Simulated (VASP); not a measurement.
Wanted: the native input for a VASP 6.6.1 run.

```
Task                   : relaxation of cell and atoms
Functional             : PBE
Potentials or basis    : VASP PAW PBE potentials, release 64 (Cd)
Cutoff                 : 600 eV
k mesh                 : 15 × 15 × 15
Occupations            : fermi-dirac, width 0.1 eV
Spin                   : no spin polarisation
Dipole correction      : no
Further INCAR settings : ALGO = Normal; EDIFF = 1e-06; IBRION = 2; EDIFFG = -0.005; NSW = 60; ISIF = 3
```

The structure of Cd lies in POSCAR:

```
Cd
1.0
    0.0000000000      2.2606409543      2.2606409543
    2.2606409543      0.0000000000      2.2606409543
    2.2606409543      2.2606409543      0.0000000000
Cd
1
Direct
    0.0000000000      0.0000000000      0.0000000000
```

The input as run:

INCAR

```
SYSTEM = Cd
PREC = Accurate ; ENCUT = 600
EDIFF = 1E-6 ; ISMEAR = -1
SIGMA = 0.1 ; LREAL = .False.
LASPH = .True. ; NELM = 100
ALGO = Normal ; ISIF = 3
LWAVE = .False. ; LCHARG = .False.
GGA = PE ; IBRION = 2
NSW = 60 ; EDIFFG = -0.005
```

KPOINTS

```
regular mesh
0
Gamma
  15 15 15
  0 0 0
```

Potentials or basis: VASP PAW PBE potentials, release 64 (Cd).

Command:

```bash
$ cat potpaw_PBE.64/Cd/POTCAR > POTCAR
$ mpirun -np 1 vasp_std > vasp.out
```

Results of the run:

| Item | Value |
| --- | --- |
| Relaxed volume | 22.92 Å³/atom |
| Relaxed cell | a = 3.188 Å, b = 3.188 Å, c = 3.188 Å, α = 60.00°, β = 60.00°, γ = 60.00° |
| Space group after relaxing (to 0.05 Å) | Fm-3m (No. 225) |
| Energy gained by relaxing | 0.2 meV/atom |
| Ionic steps | 3 |
| Pressure after relaxing | 0.0 GPa |
| Band gap on the k mesh | zero (band 6 reaches 3.82 eV, above the bottom of band 7 at 1.27 eV) |

Run time: 24 s on 1 thread of Intel(R) Xeon(R) 6975P-C (Granite Rapids), on a shared host, peak memory 0.18 GiB.
